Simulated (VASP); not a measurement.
MnV:

```
Mn V
1.0
     2.90000    0.00000    0.00000
     0.00000    2.90000    0.00000
     0.00000    0.00000    2.90000
Mn V
1 1
Direct
  0.00000 0.00000 0.00000
  0.50000 0.50000 0.50000
```

Base run:

```yaml
Program: VASP 6.6.1
Functional: LDA
Potentials_or_basis: VASP PAW LDA potentials, release 64 (Mn_pv, V_sv)
Cutoff: 520 eV
k_mesh: 11 × 11 × 11
Occupations: fermi-dirac, width 0.05 eV
Spin: collinear spin, ferromagnetic start
Starting_moments: "[4.0, 2.0] μB"
Hubbard_terms: Mn d U = 5.0 eV, V d U = 5.0 eV
```

Its results: pressure 35.1 GPa; net moment 0.19 μB per cell; site moments Mn +3.34; V -2.79 μB.

Question: The run is repeated on the same cell with these changes: hubbard terms from Mn d U = 5.0 eV, V d U = 5.0 eV to Mn d U = 3.0 eV, V d U = 3.0 eV. What comes out?

Answer: Pressure 11.9 GPa; net moment 0.13 μB per cell; site moments Mn +2.61; V -2.23 μB.

Caveats: the cell stands under pressure; the U is typed as a test and isn't derived for this compound.
